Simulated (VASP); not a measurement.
InGa3As4:

```
Ga As In
1.0
     5.86048    0.00000    0.00000
     0.00000    5.86048    0.00000
     0.00000    0.00000    5.86048
Ga As In
3 4 1
Direct
  0.50000 0.00000 0.00000
  0.00000 0.50000 0.00000
  0.00000 0.00000 0.50000
  0.75929 0.24071 0.24071
  0.24071 0.75929 0.24071
  0.24071 0.24071 0.75929
  0.75929 0.75929 0.75929
  0.50000 0.50000 0.50000
```

```yaml
Program: VASP 6.6.1
Task: relaxation of cell and atoms
Functional: r2SCAN
Potentials_or_basis: VASP PAW PBE potentials, release 64 (Ga_d, As, In_d)
Cutoff: 550 eV
k_mesh: 4 × 4 × 4
Occupations: fermi-dirac, width 0.02 eV
Spin: no spin polarisation
```

At the start: pressure -2.6 GPa; volume 25.16 Å³/atom.

Task: How do energy, volume and symmetry change on relaxing?

Result: Over 6 steps the energy falls by 8.6 meV/atom and the volume is 24.15 Å³/atom (-4.0 %); space group P-43m (No. 215, to 0.1 Å) before and after.

The path:
```
step  energy change (eV)  largest force (eV/Å)  pressure (GPa)  volume (Å³)
   1              0.0000                0.0093           -2.55       201.28
   2             -0.0563                0.0537            1.22       189.83
   3             -0.0683                0.0342            0.02       193.07
   4             -0.0683                0.0333           -0.03       193.23
   5             -0.0685                0.0127           -0.03       193.21
   6             -0.0685                0.0046           -0.03       193.21
```

Final structure:
```cif
data_structure
_symmetry_space_group_name_H-M 'P 1'
_symmetry_Int_Tables_number 1
_cell_length_a 5.7811
_cell_length_b 5.7811
_cell_length_c 5.7811
_cell_angle_alpha 90.000
_cell_angle_beta 90.000
_cell_angle_gamma 90.000
_cell_volume 193.21
loop_
_atom_site_label
_atom_site_type_symbol
_atom_site_fract_x
_atom_site_fract_y
_atom_site_fract_z
_atom_site_occupancy
Ga1 Ga 0.50000 0.00000 0.00000 1
Ga2 Ga 0.00000 0.50000 0.00000 1
Ga3 Ga 0.00000 0.00000 0.50000 1
As1 As 0.75947 0.24053 0.24053 1
As2 As 0.24053 0.75947 0.24053 1
As3 As 0.24053 0.24053 0.75947 1
As4 As 0.75947 0.75947 0.75947 1
In1 In 0.50000 0.50000 0.50000 1
```

Caveat: the PAW data sets were made with another functional, which shifts forces and pressure a little.
